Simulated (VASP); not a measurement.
# AlN (Pm) in VASP: further runs

AlN is run at these levels: LDA; tasks: single point.

Everything below comes from runs of VASP 6.6.1. Logs are shortened: lines on timing, memory, paths and dates and some standing lists are left out, and cuts for length are marked.

## Step 1: The cell of the first run

Symmetry: Pm, No. 6, monoclinic system. Conventional cell: a = 3.276 Å, b = 4.101 Å, c = 5.674 Å, α = 90.00°, β = 90.00°, γ = 90.00°. Within 2.2 Å of Al (site symmetry m) lie 4 N at 1.56 to 2.11 Å. Within 2.5 Å of Al (site symmetry m) lie 5 N at 1.89 to 2.05 Å. Within 2.5 Å of Al (site symmetry m) lie 5 N at 1.89 to 2.05 Å. Al (site symmetry m) has 5 N at 1.89 to 2.05 Å and 2 Al at 2.58 Å within 2.6 Å. N (site symmetry m) has 5 Al at 1.89 to 2.11 Å within 2.5 Å. Within 2.5 Å of N (site symmetry m) lie 5 Al at 1.89 to 2.05 Å. N (site symmetry m) has 5 Al at 1.84 to 2.39 Å within 2.4 Å. Within 2.1 Å of N (site symmetry m) lie 5 Al at 1.56 to 2.05 Å.

## Step 2: Single point, LDA (atom 1 (Al) moved by -0.496 Å along [1 0 0] and +0.124 Å along [1 2 0])

Input file INCAR:

```
SYSTEM = AlN
ALGO = Normal
EDIFF = 1E-6
ENCUT = 520
GGA = CA
ISIF = 2
ISMEAR = 0
LASPH = .TRUE.
LCHARG = .TRUE.
LELF = .TRUE.
LREAL = .FALSE.
LVHAR = .TRUE.
LWAVE = .FALSE.
NBANDS = 26
NELM = 60
PREC = Accurate
SIGMA = 0.05
```

Input file KPOINTS:

```
k-points
0
G
  8 6 4
  0 0 0
```

Input file POSCAR:

```
AlN
1.0
   -1.6378403119      2.8368226349      0.0000000000
    0.0000000000      0.0000000000      4.1006264518
    4.9135209358      2.8368226349      0.0000000000
Al N
4 4
Direct
    0.6084926130      0.7500000000      0.1018849289
    1.0000000000      0.7500000000      0.6666666667
    0.0000000000      0.2500000000      0.3333333333
    0.5000000000      0.2500000000      0.8333333333
    0.5000000000      0.2500000000      0.1666666667
    1.0000000000      0.2500000000      0.6666666667
    0.0000000000      0.7500000000      0.3333333333
    0.5000000000      0.7500000000      0.8333333333
```

Potentials or basis: VASP PAW LDA potentials, release 64 (Al, N).

Started as:

```
$ cat potpaw_LDA.64/Al/POTCAR potpaw_LDA.64/N/POTCAR > POTCAR
$ mpirun -np 1 vasp_std > vasp.out
```

OUTCAR:

```text
SYSTEM = AlN
   EDIFF = 1E-6
   ENCUT = 520
   GGA = CA
   ISIF = 2
   ISMEAR = 0
   LASPH = .TRUE.
   LREAL = .FALSE.
   NELM = 60
   PREC = Accurate

 ion  position               nearest neighbor table
   1  0.608  0.750  0.102-   8 1.56   7 1.84   5 2.11   5 2.11   7 2.39   4 2.58   4 2.58   3 2.75
                             3 2.75   2 2.78   3 3.15   3 3.15   2 3.17
   2  0.000  0.750  0.667-   8 1.89   8 1.89   7 1.89   6 2.05   6 2.05   1 2.78   4 2.79   4 2.79
                             4 2.79   4 2.79   3 2.79   3 2.79   1 3.17
   3  0.000  0.250  0.333-   5 1.89   5 1.89   6 1.89   7 2.05   7 2.05   1 2.75   1 2.75   2 2.79
                             2 2.79   1 3.15   1 3.15   4 3.28   4 3.28   4 3.28   4 3.28
   4  0.500  0.250  0.833-   6 1.89   6 1.89   5 1.89   8 2.05   8 2.05   1 2.58   1 2.58   2 2.79
                             2 2.79   2 2.79   2 2.79   3 3.28   3 3.28   3 3.28   3 3.28
   5  0.500  0.250  0.167-   3 1.89   3 1.89   4 1.89   1 2.11   1 2.11
   6  0.000  0.250  0.667-   4 1.89   4 1.89   3 1.89   2 2.05   2 2.05
   7  0.000  0.750  0.333-   1 1.84   2 1.89   3 2.05   3 2.05   1 2.39
   8  0.500  0.750  0.833-   1 1.56   2 1.89   2 1.89   4 2.05   4 2.05

  LATTYP: Found a simple orthorhombic cell.
 ALAT       =     3.2756806238
 B/A-ratio  =     1.2518395176
 C/A-ratio  =     1.7320508076

  Lattice vectors:

 A1 = (  -1.6378403119,   2.8368226349,   0.0000000000)
 A2 = (   0.0000000000,   0.0000000000,   4.1006264518)
 A3 = (   4.9135209358,   2.8368226349,   0.0000000000)

Analysis of symmetry for initial positions (statically):
=====================================================================
 Subroutine PRICEL returns:
 Original cell was already a primitive cell.

 Routine SETGRP: Setting up the symmetry group for a
 simple orthorhombic supercell.

 Subroutine GETGRP returns: Found  2 space group operations
 (whereof  1 operations were pure point group operations)
 out of a pool of  8 trial point group operations.

The static configuration has the point symmetry C_1 .
 The point group associated with its full space group is C_1h.

Analysis of symmetry for dynamics (positions and initial velocities):
=====================================================================
 Subroutine PRICEL returns:
 Original cell was already a primitive cell.

 Routine SETGRP: Setting up the symmetry group for a
 simple orthorhombic supercell.

 Subroutine GETGRP returns: Found  2 space group operations
 (whereof  1 operations were pure point group operations)
 out of a pool of  8 trial point group operations.

The dynamic configuration has the point symmetry C_1 .
 The point group associated with its full space group is C_1h.

 Subroutine INISYM returns: Found  2 space group operations
 (whereof  1 operations are pure point group operations),
 and found     1 'primitive' translations

----------------------------------------------------------------------------------------

                                     Primitive cell

  volume of cell :      76.2103

  direct lattice vectors                    reciprocal lattice vectors
    -1.637840312  2.836822635  0.000000000    -0.152640033  0.264380293  0.000000000
     0.000000000  0.000000000  4.100626452     0.000000000  0.000000000  0.243865178
     4.913520936  2.836822635  0.000000000     0.152640033  0.088126764  0.000000000

  length of vectors
     3.275680624  4.100626452  5.673645270     0.305280067  0.243865178  0.176253529

  position of ions in fractional coordinates (direct lattice)
     0.608492613  0.750000000  0.101884929
     0.000000000  0.750000000  0.666666667
     0.000000000  0.250000000  0.333333333
     0.500000000  0.250000000  0.833333333
     0.500000000  0.250000000  0.166666667
     0.000000000  0.250000000  0.666666667
     0.000000000  0.750000000  0.333333333
     0.500000000  0.750000000  0.833333333

  ion indices of the primitive-cell ions
   primitive index   ion index
                 1           1
                 2           2
                 3           3
                 4           4
                 5           5
                 6           6
                 7           7
                 8           8

----------------------------------------------------------------------------------------

 KPOINTS: k-points

Automatic generation of k-mesh.
 Grid dimensions read from file:
 generate k-points for:    8    6    4

 Generating k-lattice:

  Cartesian coordinates                     Fractional coordinates (reciprocal lattice)
    -0.019080004  0.033047537  0.000000000     0.125000000  0.000000000  0.000000000
     0.000000000  0.000000000  0.040644196     0.000000000  0.166666667  0.000000000
     0.038160008  0.022031691  0.000000000     0.000000000  0.000000000  0.250000000

  Length of vectors
     0.038160008  0.040644196  0.044063382

  Shift w.r.t. Gamma in fractional coordinates (k-lattice)
     0.000000000  0.000000000  0.000000000

 Subroutine IBZKPT returns following result:
 ===========================================

 Found     72 irreducible k-points:

 Following reciprocal coordinates:
            Coordinates               Weight
  0.000000  0.000000  0.000000      1.000000
  0.125000  0.000000  0.000000      2.000000
  0.250000  0.000000  0.000000      2.000000
  0.375000  0.000000  0.000000      2.000000
  0.500000  0.000000  0.000000      1.000000
  0.000000  0.166667  0.000000      2.000000
[... 16 lines left out ...]
  0.125000  0.000000 -0.250000      2.000000
  0.250000  0.000000  0.250000      2.000000
 [... further k-points ...]
   k-points           NKPTS =     72   k-points in BZ     NKDIM =     72   number of bands    NBANDS=     26
   number of dos      NEDOS =    301   number of ions     NIONS =      8
   total plane-waves  NPLWV =  30240
   dimension x,y,z NGX =    24 NGY =   30 NGZ =   42
   dimension x,y,z NGXF=    48 NGYF=   60 NGZF=   84
   ions per type =               4   4
   NGX,Y,Z   is equivalent  to a cutoff of  12.18, 12.16, 12.31 a.u.
   NGXF,Y,Z  is equivalent  to a cutoff of  24.36, 24.32, 24.61 a.u.
 SYSTEM =  AlN
   PREC   = accura    normal or accurate (medium, high low for compatibility)
   ISTART =      0    job   : 0-new  1-cont  2-samecut
   ICHARG =      2    charge: 1-file 2-atom 10-const
   ISPIN  =      1    spin polarized calculation?
   LNONCOLLINEAR =      F non collinear calculations
   LSORBIT =      F    spin-orbit coupling
   LASPH  =      T    aspherical Exc in radial PAW
   ENCUT  =  520.0 eV  38.22 Ry    6.18 a.u.   6.09  7.62 10.55*2*pi/ulx,y,z
   NELM   =     60;   NELMIN=  2; NELMDL= -5     # of ELM steps
   EDIFF  = 0.1E-05   stopping-criterion for ELM
   LREAL  =      F    real-space projection
   EDIFFG = 0.1E-04   stopping-criterion for IOM
   NSW    =      0    number of steps for IOM
   IBRION =     -1    ionic relax: 0-MD 1-quasi-New 2-CG
   NFREE  =      0    steps in history (QN), initial steepest desc. (CG)
   ISIF   =      2    stress and relaxation
   ISYM   =      2    0-nonsym 1-usesym 2-fastsym
   POTIM  = 0.5000    time-step for ionic-motion
   TEBEG  =    0.0;   TEEND  =   0.0 temperature during run
   PSTRESS=    0.0 pullay stress
   NELECT =      32.0000    total number of electrons
   NUPDOWN=      -1.0000    fix difference up-down
   EMIN   =  10.00;   EMAX   =-10.00  energy-range for DOS
   EFERMI =   0.00;   METHOD = LEGACY
   ISMEAR =     0;   SIGMA  =   0.05  broadening in eV -4-tet -1-fermi 0-gaus
   EFERMI_NEDOS =   21; number of points for ismear=-14 and -15
   IALGO  =     38    algorithm
   IMIX   =      4    mixing-type and parameters
     AMIX     =   0.40;   BMIX     =  1.00
     AMIX_MAG =   1.60;   BMIX_MAG =  1.00
  volume/ion in A,a.u.               =       9.53        64.29
  Fermi-wavevector in a.u.,A,eV,Ry     =   1.225896  2.316607 20.447110  1.502820
  Thomas-Fermi vector in A             =   2.360917
   LORBIT       =      0    0 simple, 1 ext, 2 COOP (PROOUT), +10 PAW based schemes
   GGA     = CA    functional components
   LHFCALC =     F    Hartree Fock is set to
   AEXX    =    0.0000 exact exchange contribution
   IVDW    =     0    specifies the selected vdW correction
   LEPSILON=     F    determine dielectric tensor
   LRPA    =     F    only Hartree local field effects (RPA)
 non-spin polarized calculation
 Gauss-broadening in eV      SIGMA  =   0.05
  energy-cutoff  :      520.00
  volume of cell :       76.21
 maximum number of plane-waves:      2088
   NGX = 13   NGY = 15   NGZ = 21

 number of electron      32.0000003 magnetization

 Free energy of the ion-electron system (eV)
  ---------------------------------------------------
  ext. energy  EPLUGINS =         0.00000000
  ---------------------------------------------------
  free energy    TOTEN  =       -62.54071544 eV

  energy without entropy =      -62.54071544  energy(sigma->0) =      -62.54071544

 E-fermi :   8.4298     XC(G=0): -11.6720

 val. band max:        8.2171605148   @ k =   0.0000   0.0000   0.0000
 cond. band min:      10.7266921341   @ k =   0.0000   0.0000   0.0000
 fundamental gap:      2.5095316193
 Fermi energy:         8.4297595897

 k-point     1 :       0.0000    0.0000    0.0000
  band No.  band energies     occupation
      1      -9.2125      2.00000
      2      -6.6196      2.00000
      3      -6.0602      2.00000
      4      -4.3851      2.00000
      5       0.6937      2.00000
      6       1.4402      2.00000
[... 18 lines left out ...]
     25      17.3241      0.00000
     26      19.0066      0.00000

 k-point     2 :       0.1250    0.0000    0.0000
  band No.  band energies     occupation
      1      -9.0808      2.00000
      2      -6.5171      2.00000
      3      -6.0785      2.00000
      4      -4.3901      2.00000
      5       0.8361      2.00000
      6       1.3153      2.00000
[... 18 lines left out ...]
     25      18.0961      0.00000
     26      18.6011      0.00000

 k-point     3 :       0.2500    0.0000    0.0000
  band No.  band energies     occupation
      1      -8.7076      2.00000
      2      -6.3240      2.00000
      3      -6.0926      2.00000
      4      -4.4437      2.00000
      5       0.9474      2.00000
      6       1.2487      2.00000
[... 18 lines left out ...]
     25      17.9437      0.00000
     26      18.4036      0.00000

 k-point     4 :       0.3750    0.0000    0.0000
  band No.  band energies     occupation
      1      -8.1806      2.00000
      2      -6.5591      2.00000
      3      -5.7459      2.00000
      4      -4.6111      2.00000
      5       0.7250      2.00000
      6       1.8719      2.00000
[... 18 lines left out ...]
     25      17.9605      0.00000
     26      19.1154      0.00000

 k-point     5 :       0.5000    0.0000    0.0000
  band No.  band energies     occupation
      1      -7.8275      2.00000
      2      -6.8260      2.00000
      3      -5.4849      2.00000
      4      -4.7757      2.00000
      5       0.7973      2.00000
      6       1.4951      2.00000
[... 18 lines left out ...]
     25      18.0177      0.00000
     26      18.7846      0.00000

 k-point     6 :       0.0000    0.1667    0.0000
  band No.  band energies     occupation
      1      -9.0479      2.00000
      2      -6.5649      2.00000
      3      -6.1479      2.00000
      4      -4.6874      2.00000
      5       0.7404      2.00000
      6       1.4678      2.00000
[... 427 lines left out ...]
 k-point    21 :      -0.0000    0.0000    0.2500
  band No.  band energies     occupation
      1      -9.1030      2.00000
      2      -7.1164      2.00000
      3      -5.7449      2.00000
      4      -4.2906      2.00000
      5       0.8154      2.00000
      6       1.7399      2.00000
[... 18 lines left out ...]
     25      17.3617      0.00000
     26      18.5177      0.00000

 k-point    22 :       0.1250    0.0000    0.2500
  band No.  band energies     occupation
      1      -8.9731      2.00000
      2      -7.0242      2.00000
      3      -5.7481      2.00000
      4      -4.3068      2.00000
      5       0.9570      2.00000
      6       1.6506      2.00000
[... 18 lines left out ...]
     25      17.8603      0.00000
     26      18.2831      0.00000

 k-point    23 :       0.1250    0.0000   -0.2500
  band No.  band energies     occupation
      1      -8.9773      2.00000
      2      -7.0097      2.00000
      3      -5.7554      2.00000
      4      -4.3127      2.00000
      5       0.9538      2.00000
      6       1.6788      2.00000
[... 18 lines left out ...]
     25      17.6074      0.00000
     26      18.2833      0.00000

 k-point    24 :       0.2500    0.0000    0.2500
  band No.  band energies     occupation
      1      -8.6112      2.00000
      2      -6.7943      2.00000
      3      -5.7715      2.00000
      4      -4.4013      2.00000
      5       1.2283      2.00000
      6       1.3629      2.00000
[... 18 lines left out ...]
     25      17.8345      0.00000
     26      18.4320      0.00000

 [... further k-points ...]
[... 5 lines left out ...]
  --------------------------------------------------------------------------------------
  -------------------------------------------------------------------------------------
  Total        6.4450841      7.1163462      0.5301443      7.3133429      0.0000000      0.0000000
  in kB      135.4956117    149.6076188     11.1452730    153.7490996      0.0000000      0.0000000
  external PRESSURE =      98.7495012 kB  Pullay stress =       0.0000000 kB

 VOLUME and BASIS-vectors are now :
 -----------------------------------------------------------------------------
  energy-cutoff  :      520.00
  volume of cell :       76.21
      direct lattice vectors                 reciprocal lattice vectors
    -1.637840312  2.836822635  0.000000000    -0.152640033  0.264380293  0.000000000
     0.000000000  0.000000000  4.100626452     0.000000000  0.000000000  0.243865178
     4.913520936  2.836822635  0.000000000     0.152640033  0.088126764  0.000000000

 POSITION                                       TOTAL-FORCE (eV/Angst)
 -----------------------------------------------------------------------------------
     -0.49600      2.01522      3.07547        11.065027      5.578144      0.000000
      3.27568      1.89122      3.07547        -2.167315     -0.970865      0.000000
      1.63784      0.94561      1.02516        -0.471596      0.260985      0.000000
      3.27568      3.78243      1.02516        -0.046956     -0.538356      0.000000
      0.00000      1.89122      1.02516        -1.995694     -0.120865      0.000000
      3.27568      1.89122      1.02516         0.737098      0.474819      0.000000
      1.63784      0.94561      3.07547        -0.632510      0.561223      0.000000
      3.27568      3.78243      3.07547        -6.488052     -5.245086      0.000000
 -----------------------------------------------------------------------------------
    total drift:                               -0.000178      0.000078     -0.000000

  FREE ENERGIE OF THE ION-ELECTRON SYSTEM (eV)
  ---------------------------------------------------
  free  energy   TOTEN  =       -62.5407154374 eV

  energy  without entropy=      -62.5407154374  energy(sigma->0) =      -62.54071544
```

Run time: 1.9 min. Hardware: 1 thread of Intel Xeon Platinum 8488C (Sapphire Rapids), shared host; peak memory 0.22 GiB.

Results:

- Free energy: -62.5407 eV
- Pressure: 9.9 GPa
- Largest force: 12.392 eV/Å
- Band gap on the k mesh: 2.51 eV

Forces in eV/Å, atoms in the order of the input:
```
Al  11.065  5.578  0.000
Al  -2.167 -0.971  0.000
Al  -0.472  0.261  0.000
Al  -0.047 -0.538  0.000
N   -1.996 -0.121  0.000
N    0.737  0.475  0.000
N   -0.633  0.561  0.000
N   -6.488 -5.245  0.000
```

Levels at points of the mesh, in eV from the valence-band top:
```csv
k point,band 14,band 15,band 16,band 17,band 18,band 19
"(0.00, 0.00, 0.00)",-1.82,-0.26,0.00,2.51,3.81,4.51
"(0.50, 0.00, 0.00)",-2.33,-2.26,-1.97,4.75,4.79,5.78
"(0.00, 0.50, 0.00)",-1.74,-1.70,-0.89,3.71,4.75,5.65
"(0.50, 0.50, 0.00)",-1.49,-0.62,-0.50,5.25,5.28,6.33
"(0.00, 0.00, 0.50)",-1.90,-0.74,-0.19,3.42,5.01,5.94
"(0.50, 0.00, 0.50)",-2.57,-1.67,-1.25,3.15,4.03,6.04
"(0.00, 0.50, 0.50)",-1.74,-1.50,-0.95,3.47,4.86,5.21
"(0.50, 0.50, 0.50)",-2.29,-1.37,-1.00,4.26,4.46,5.31
```

Caveat: the cell differs from its parent crystal (atom 1 (Al) moved by -0.496 Å along [1 0 0] and +0.124 Å along [1 2 0]); the cell stands under pressure; forces of over 1 eV/Å act on the atoms, so gaps and moduli don't describe the material at rest. A k mesh can miss the band edges.

## Step 3: Single point, LDA (atom 1 (Al) moved by +0.372 Å along [1 0 0] and +0.000 Å along [1 2 0])

Input file INCAR:

```
SYSTEM = AlN
  ALGO = Normal
  EDIFF = 1E-7
  ENCUT = 520
  GGA = CA
  ISIF = 2
  ISMEAR = 0
  LASPH = .TRUE.
  LCHARG = .FALSE.
  LREAL = .FALSE.
  LWAVE = .FALSE.
  NBANDS = 26
  NELM = 100
  PREC = Accurate
  SIGMA = 0.05
```

KPOINTS is that of step 2.

POSCAR: that of step 2 with these lines changed.

```diff
@@ -8,3 +8,3 @@
 Direct
-    0.6084926130      0.7500000000      0.1018849289
+    0.4432179076      0.7500000000      0.2234487591
     1.0000000000      0.7500000000      0.6666666667
```

Potentials or basis: VASP PAW LDA potentials, release 64 (Al, N).

Started as:

```
$ cat potpaw_LDA.64/Al/POTCAR potpaw_LDA.64/N/POTCAR > POTCAR
$ mpirun -np 1 vasp_std > vasp.out
```

Run time: 89 s. Hardware: 1 thread of Intel Xeon Platinum 8488C (Sapphire Rapids), shared host; peak memory 0.22 GiB.

The run converged. Its results:

- Free energy: -63.2885 eV
- Pressure: 7.6 GPa
- Largest force: 10.708 eV/Å
- Band gap on the k mesh: 3.06 eV

Forces in eV/Å, atoms in the order of the input:
```
Al  -9.926  4.017  0.000
Al   1.458  0.701  0.000
Al   0.291 -0.547  0.000
Al   0.298  0.244  0.000
N    1.447  0.383  0.000
N   -0.593 -0.362  0.000
N    6.581 -4.428  0.000
N    0.444 -0.009  0.000
```

Stress tensor (GPa, compression positive):
```
 13.65 -14.15   0.00
-14.15   8.29   0.00
  0.00   0.00   0.78
```

Levels at points of the mesh, in eV from the valence-band top:
| k point | band 13 | band 14 | band 15 | band 16 | band 17 | band 18 | band 19 | band 20 |
| --- | --- | --- | --- | --- | --- | --- | --- | --- |
| (0.00, 0.00, 0.00) | -2.22 | -1.43 | -1.02 | 0.00 | 3.06 | 4.02 | 4.57 | 6.97 |
| (0.50, 0.00, 0.00) | -3.10 | -2.52 | -2.19 | -1.75 | 4.98 | 5.23 | 6.14 | 6.28 |
| (0.00, 0.50, 0.00) | -2.48 | -2.13 | -1.76 | -1.50 | 4.72 | 5.11 | 5.81 | 6.14 |
| (0.50, 0.50, 0.00) | -1.60 | -0.99 | -0.88 | -0.64 | 5.42 | 5.46 | 6.49 | 6.72 |
| (0.00, 0.00, 0.50) | -2.10 | -1.51 | -0.95 | -0.78 | 4.34 | 5.12 | 6.28 | 6.39 |
| (0.50, 0.00, 0.50) | -3.27 | -2.82 | -1.53 | -1.03 | 3.23 | 4.17 | 6.33 | 7.06 |
| (0.00, 0.50, 0.50) | -2.25 | -2.18 | -1.56 | -1.42 | 4.60 | 5.21 | 5.58 | 6.23 |
| (0.50, 0.50, 0.50) | -2.38 | -1.71 | -1.43 | -1.35 | 4.23 | 4.64 | 5.33 | 5.65 |

Caveat: the cell differs from its parent crystal (atom 1 (Al) moved by +0.372 Å along [1 0 0] and +0.000 Å along [1 2 0]); the cell stands under pressure; forces of over 1 eV/Å act on the atoms, so gaps and moduli don't describe the material at rest.

(Part 1 of 2 ends here.)
